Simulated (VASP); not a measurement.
# WC in VASP: notebook

The runs below take WC through single point, relaxation of cell and atoms, with PBEsol.

Everything below comes from runs of VASP 6.6.1. Logs are shortened: lines on timing, memory, paths and dates and some standing lists are left out, and cuts for length are marked.

**1. The cell of the first run**

It takes space group Fm-3m (No. 225, cubic). Conventional cell: a = 4.345 Å, b = 4.345 Å, c = 4.345 Å, α = 90.00°, β = 90.00°, γ = 90.00°. Within 2.9 Å of W (site symmetry m-3m) lie 6 C at 2.17 Å. C (site symmetry m-3m) has 6 W at 2.17 Å within 2.9 Å.

**2. Single point, PBEsol**

The input, INCAR:

```
SYSTEM = WC
ALGO = Normal
EDIFF = 1E-6
ENCUT = 520
GGA = PS
ISIF = 2
ISMEAR = 0
LASPH = .True.
LCHARG = .False.
LREAL = .False.
LWAVE = .False.
NBANDS = 16
NELM = 60
PREC = Accurate
SIGMA = 0.1
```

The input, KPOINTS:

```
k-points
0
Gamma
  16 16 16
  0 0 0
```

The input, POSCAR:

```
WC
1.0
    0.0000000000      2.1726853742      2.1726853742
    2.1726853742      0.0000000000      2.1726853742
    2.1726853742      2.1726853742      0.0000000000
W C
1 1
Direct
    0.0000000000      0.0000000000      0.0000000000
    0.5000000000      0.5000000000      0.5000000000
```

Potentials or basis: VASP PAW PBE potentials, release 64 (W_sv, C).

On the command line:

```console
> cat potpaw_PBE.64/W_sv/POTCAR potpaw_PBE.64/C/POTCAR > POTCAR
> mpirun -np 1 vasp_std > vasp.out
```

OUTCAR:

```text
SYSTEM = WC
   EDIFF = 1E-6
   ENCUT = 520
   GGA = PS
   ISIF = 2
   ISMEAR = 0
   LASPH = .True.
   LREAL = .False.
   NELM = 60
   PREC = Accurate

 ion  position               nearest neighbor table
   1  0.000  0.000  0.000-   2 2.17   2 2.17   2 2.17   2 2.17   2 2.17   2 2.17
   2  0.500  0.500  0.500-   1 2.17   1 2.17   1 2.17   1 2.17   1 2.17   1 2.17

  LATTYP: Found a face centered cubic cell.
 ALAT       =     4.3453707484

  Lattice vectors:

 A1 = (   0.0000000000,   2.1726853742,   2.1726853742)
 A2 = (   2.1726853742,   0.0000000000,   2.1726853742)
 A3 = (   2.1726853742,   2.1726853742,   0.0000000000)

Analysis of symmetry for initial positions (statically):
=====================================================================
 Subroutine PRICEL returns:
 Original cell was already a primitive cell.

 Routine SETGRP: Setting up the symmetry group for a
 face centered cubic supercell.

 Subroutine GETGRP returns: Found 48 space group operations
 (whereof 48 operations were pure point group operations)
 out of a pool of 48 trial point group operations.

The static configuration has the point symmetry O_h .

Analysis of symmetry for dynamics (positions and initial velocities):
=====================================================================
 Subroutine PRICEL returns:
 Original cell was already a primitive cell.

 Routine SETGRP: Setting up the symmetry group for a
 face centered cubic supercell.

 Subroutine GETGRP returns: Found 48 space group operations
 (whereof 48 operations were pure point group operations)
 out of a pool of 48 trial point group operations.

The dynamic configuration has the point symmetry O_h .

 Subroutine INISYM returns: Found 48 space group operations
 (whereof 48 operations are pure point group operations),
 and found     1 'primitive' translations

----------------------------------------------------------------------------------------

                                     Primitive cell

  volume of cell :      20.5126

  direct lattice vectors                    reciprocal lattice vectors
     0.000000000  2.172685374  2.172685374    -0.230129961  0.230129961  0.230129961
     2.172685374  0.000000000  2.172685374     0.230129961 -0.230129961  0.230129961
     2.172685374  2.172685374  0.000000000     0.230129961  0.230129961 -0.230129961

  length of vectors
     3.072641123  3.072641123  3.072641123     0.398596784  0.398596784  0.398596784

  position of ions in fractional coordinates (direct lattice)
     0.000000000  0.000000000  0.000000000
     0.500000000  0.500000000  0.500000000

  ion indices of the primitive-cell ions
   primitive index   ion index
                 1           1
                 2           2

----------------------------------------------------------------------------------------

 KPOINTS: k-points

Automatic generation of k-mesh.
 Grid dimensions read from file:
 generate k-points for:   16   16   16

 Generating k-lattice:

  Cartesian coordinates                     Fractional coordinates (reciprocal lattice)
    -0.014383123  0.014383123  0.014383123     0.062500000  0.000000000  0.000000000
     0.014383123 -0.014383123  0.014383123     0.000000000  0.062500000  0.000000000
     0.014383123  0.014383123 -0.014383123     0.000000000  0.000000000  0.062500000

  Length of vectors
     0.024912299  0.024912299  0.024912299

  Shift w.r.t. Gamma in fractional coordinates (k-lattice)
     0.000000000  0.000000000  0.000000000

 Subroutine IBZKPT returns following result:
 ===========================================

 Found    145 irreducible k-points:

 Following reciprocal coordinates:
            Coordinates               Weight
  0.000000  0.000000  0.000000      1.000000
  0.062500  0.000000  0.000000      8.000000
  0.125000  0.000000  0.000000      8.000000
  0.187500  0.000000  0.000000      8.000000
  0.250000  0.000000  0.000000      8.000000
  0.312500  0.000000  0.000000      8.000000
[... 16 lines left out ...]
 -0.125000  0.062500  0.000000     24.000000
 -0.062500  0.062500  0.000000     12.000000
 [... further k-points ...]
   k-points           NKPTS =    145   k-points in BZ     NKDIM =    145   number of bands    NBANDS=     16
   number of dos      NEDOS =    301   number of ions     NIONS =      2
   total plane-waves  NPLWV =  13824
   dimension x,y,z NGX =    24 NGY =   24 NGZ =   24
   dimension x,y,z NGXF=    48 NGYF=   48 NGZF=   48
   ions per type =               1   1
   NGX,Y,Z   is equivalent  to a cutoff of  12.99, 12.99, 12.99 a.u.
   NGXF,Y,Z  is equivalent  to a cutoff of  25.97, 25.97, 25.97 a.u.
 SYSTEM =  WC
   PREC   = accura    normal or accurate (medium, high low for compatibility)
   ISTART =      0    job   : 0-new  1-cont  2-samecut
   ICHARG =      2    charge: 1-file 2-atom 10-const
   ISPIN  =      1    spin polarized calculation?
   LNONCOLLINEAR =      F non collinear calculations
   LSORBIT =      F    spin-orbit coupling
   LASPH  =      T    aspherical Exc in radial PAW
   ENCUT  =  520.0 eV  38.22 Ry    6.18 a.u.   5.71  5.71  5.71*2*pi/ulx,y,z
   NELM   =     60;   NELMIN=  2; NELMDL= -5     # of ELM steps
   EDIFF  = 0.1E-05   stopping-criterion for ELM
   LREAL  =      F    real-space projection
   EDIFFG = 0.1E-04   stopping-criterion for IOM
   NSW    =      0    number of steps for IOM
   IBRION =     -1    ionic relax: 0-MD 1-quasi-New 2-CG
   NFREE  =      0    steps in history (QN), initial steepest desc. (CG)
   ISIF   =      2    stress and relaxation
   ISYM   =      2    0-nonsym 1-usesym 2-fastsym
   POTIM  = 0.5000    time-step for ionic-motion
   TEBEG  =    0.0;   TEEND  =   0.0 temperature during run
   PSTRESS=    0.0 pullay stress
   NELECT =      18.0000    total number of electrons
   NUPDOWN=      -1.0000    fix difference up-down
   EMIN   =  10.00;   EMAX   =-10.00  energy-range for DOS
   EFERMI =   0.00;   METHOD = LEGACY
   ISMEAR =     0;   SIGMA  =   0.10  broadening in eV -4-tet -1-fermi 0-gaus
   EFERMI_NEDOS =   21; number of points for ismear=-14 and -15
   IALGO  =     38    algorithm
   IMIX   =      4    mixing-type and parameters
     AMIX     =   0.40;   BMIX     =  1.00
     AMIX_MAG =   1.60;   BMIX_MAG =  1.00
  volume/ion in A,a.u.               =      10.26        69.21
  Fermi-wavevector in a.u.,A,eV,Ry     =   1.567324  2.961813 33.422780  2.456505
  Thomas-Fermi vector in A             =   2.669521
   LORBIT       =      0    0 simple, 1 ext, 2 COOP (PROOUT), +10 PAW based schemes
   GGA     = PS    functional components
   LHFCALC =     F    Hartree Fock is set to
   AEXX    =    0.0000 exact exchange contribution
   IVDW    =     0    specifies the selected vdW correction
   LEPSILON=     F    determine dielectric tensor
   LRPA    =     F    only Hartree local field effects (RPA)
 non-spin polarized calculation
 Gauss-broadening in eV      SIGMA  =   0.10
  energy-cutoff  :      520.00
  volume of cell :       20.51
 maximum number of plane-waves:       568
   NGX = 11   NGY = 11   NGZ = 11

 number of electron      18.0000000 magnetization

 Free energy of the ion-electron system (eV)
  ---------------------------------------------------
  ext. energy  EPLUGINS =         0.00000000
  ---------------------------------------------------
  free energy    TOTEN  =       -22.99877662 eV

  energy without entropy =      -22.99345009  energy(sigma->0) =      -22.99611335

 E-fermi :  12.7146     XC(G=0): -13.9952

 val. band max:       12.7128503769   @ k =  -0.3125   0.2500   0.0625
 cond. band min:      12.7191822491   @ k =   0.2500   0.0000   0.0000
 fundamental gap:      0.0063318723
 Fermi energy:        12.7146344937

 k-point     1 :       0.0000    0.0000    0.0000
  band No.  band energies     occupation
      1     -62.6828      2.00000
      2     -26.6766      2.00000
      3     -26.6766      2.00000
      4     -26.6766      2.00000
      5      -3.3458      2.00000
      6       9.8083      2.00000
[... 8 lines left out ...]
     15      22.2714      0.00000
     16      36.4158      0.00000

 k-point     2 :       0.0625    0.0000    0.0000
  band No.  band energies     occupation
      1     -62.6812      2.00000
      2     -26.7028      2.00000
      3     -26.6793      2.00000
      4     -26.6793      2.00000
      5      -3.2310      2.00000
      6       9.3966      2.00000
[... 8 lines left out ...]
     15      22.5443      0.00000
     16      35.0466      0.00000

 k-point     3 :       0.1250    0.0000    0.0000
  band No.  band energies     occupation
      1     -62.6766      2.00000
      2     -26.7768      2.00000
      3     -26.6872      2.00000
      4     -26.6872      2.00000
      5      -2.8948      2.00000
      6       8.4969      2.00000
[... 8 lines left out ...]
     15      23.2947      0.00000
     16      32.8616      0.00000

 k-point     4 :       0.1875    0.0000    0.0000
  band No.  band energies     occupation
      1     -62.6697      2.00000
      2     -26.8860      2.00000
      3     -26.6990      2.00000
      4     -26.6990      2.00000
      5      -2.3612      2.00000
      6       7.4295      2.00000
[... 8 lines left out ...]
     15      24.2807      0.00000
     16      31.0032      0.00000
[... 324 lines left out ...]
 k-point    22 :      -0.1875    0.0625    0.0000
  band No.  band energies     occupation
      1     -62.6660      2.00000
      2     -26.9317      2.00000
      3     -26.7296      2.00000
      4     -26.6949      2.00000
      5      -2.0632      2.00000
      6       6.9368      2.00000
[... 8 lines left out ...]
     15      24.7489      0.00000
     16      29.4584      0.00000

 k-point    23 :      -0.1250    0.0625    0.0000
  band No.  band energies     occupation
      1     -62.6732      2.00000
      2     -26.8199      2.00000
      3     -26.7123      2.00000
      4     -26.6844      2.00000
      5      -2.6448      2.00000
      6       8.0345      2.00000
[... 8 lines left out ...]
     15      23.8189      0.00000
     16      31.3207      0.00000

 k-point    24 :      -0.0625    0.0625    0.0000
  band No.  band energies     occupation
      1     -62.6786      2.00000
      2     -26.7389      2.00000
      3     -26.6946      2.00000
      4     -26.6790      2.00000
      5      -3.0434      2.00000
      6       9.0499      2.00000
[... 8 lines left out ...]
     15      22.9775      0.00000
     16      33.5139      0.00000

 [... further k-points ...]
[... 5 lines left out ...]
  --------------------------------------------------------------------------------------
  -------------------------------------------------------------------------------------
  Total        0.1426398      0.1426398      0.1426398     -0.0000000     -0.0000000      0.0000000
  in kB       11.1411670     11.1411670     11.1411670     -0.0000000     -0.0000000      0.0000000
  external PRESSURE =      11.1411670 kB  Pullay stress =       0.0000000 kB

 VOLUME and BASIS-vectors are now :
 -----------------------------------------------------------------------------
  energy-cutoff  :      520.00
  volume of cell :       20.51
      direct lattice vectors                 reciprocal lattice vectors
     0.000000000  2.172685374  2.172685374    -0.230129961  0.230129961  0.230129961
     2.172685374  0.000000000  2.172685374     0.230129961 -0.230129961  0.230129961
     2.172685374  2.172685374  0.000000000     0.230129961  0.230129961 -0.230129961

 POSITION                                       TOTAL-FORCE (eV/Angst)
 -----------------------------------------------------------------------------------
      0.00000      0.00000      0.00000         0.000000     -0.000000      0.000000
      2.17269      2.17269      2.17269        -0.000000      0.000000     -0.000000
 -----------------------------------------------------------------------------------
    total drift:                                0.000000     -0.000000     -0.000000

  FREE ENERGIE OF THE ION-ELECTRON SYSTEM (eV)
  ---------------------------------------------------
  free  energy   TOTEN  =       -22.9987766243 eV

  energy  without entropy=      -22.9934500850  energy(sigma->0) =      -22.99611335
```

Run time: 25 s. Hardware: 1 thread of Intel Xeon Platinum 8259CL at 2.50GHz (Skylake/Cascade Lake), shared host; peak memory 0.17 GiB.

What came out:

```
Free energy            : -22.9988 eV
Pressure               : 1.1 GPa
Band gap on the k mesh : zero (band 9 reaches 13.78 eV, above the bottom of band 10 at 10.53 eV)
```

Levels at points of the mesh, in eV from the Fermi level:
```csv
k point,band 7,band 8,band 9,band 10,band 11,band 12
"(0.00, 0.00, 0.00)",-2.91,-2.91,-1.12,-1.12,-1.12,-1.04
"(0.50, 0.00, 0.00)",-6.81,-6.81,1.06,1.06,2.41,4.90
"(0.50, 0.50, 0.00)",-5.69,-2.56,-2.56,0.86,2.35,2.35
```

Caveat: the PAW data sets were made with another functional, which shifts forces and pressure a little; spin-orbit coupling is left out, which moves the levels of the heavy elements.

(Part 1 of 3 ends here.)
